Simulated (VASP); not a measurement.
A run of VASP 6.6.1 is set up as follows.

The input INCAR:

```
PREC = Accurate
ENCUT = 520
EDIFF = 1E-6
ISMEAR = 0
SIGMA = 0.15
LREAL = False
LASPH = True
NELM = 100
ALGO = Fast
ISIF = 2
LWAVE = False
LCHARG = False
GGA = PS
NBANDS = 14
```

Contents of KPOINTS:

```
Automatic mesh
0
Gamma
  14 14 14
```

POSCAR

```
TiAl
1.0
    3.0402471496      0.0000000000      0.0000000000
    0.0000000000      3.5032433677      0.0000000000
    0.0000000000      0.0000000000      3.1560751060
Ti Al
1 1
Direct
    0.0000000000      0.0000000000      0.0000000000
    0.5000000000      0.5000000000      0.5000000000
```

Potentials or basis: VASP PAW PBE potentials, release 64 (Ti_sv, Al).

Command:

```bash
$ cat potpaw_PBE.64/Ti_sv/POTCAR potpaw_PBE.64/Al/POTCAR > POTCAR
$ mpirun -np 1 vasp_std > vasp.out
```

(1) What does it give for the pressure?

Answers

(1) -6.7 GPa.

Caveat: the cell differs from its parent crystal (normal strain along x -0.0367, normal strain along y +0.1100); the PAW data sets were made with another functional, which shifts forces and pressure a little.
